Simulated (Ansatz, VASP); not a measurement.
# HfC: VASP beside Ansatz

```
Hf C
1.0
     0.00000    2.32500    2.32500
     2.32500    0.00000    2.32500
     2.32500    2.32500    0.00000
Hf C
1 1
Direct
  0.50000 0.50000 0.50000
  0.00000 0.00000 0.00000
```

Alike in both runs: task single point; functional PBE0; k mesh 6 × 6 × 6; occupations fermi-dirac, width 0.05 eV; no spin polarisation.

|  | VASP | Ansatz |
| --- | --- | --- |
| version | VASP 6.6.1 | Ansatz 0.2.0 |
| potentials or method | VASP PAW PBE potentials, release 64 (Hf_pv, C) | Ansatz PAW |
| plane-wave cutoff (eV) | 520 | 420 |
| valence electrons in the cell | 14 | 30 |

|  | VASP | Ansatz | Ansatz less VASP |
| --- | --- | --- | --- |
| gap on the k mesh at the Fermi level (eV) | none | none | - |
| pressure (GPa) | -4.7 | -1.7 | +3.01 |

A gap of «none» marks a metal or a gap that the smearing closes. VASP's potentials hold 14 valence electrons a cell and Ansatz's 30, so a difference there can come from the potentials and not from the codes.

The k mesh is coarse, so the values compare programs but aren't converged. Neither program's run includes spin-orbit coupling.
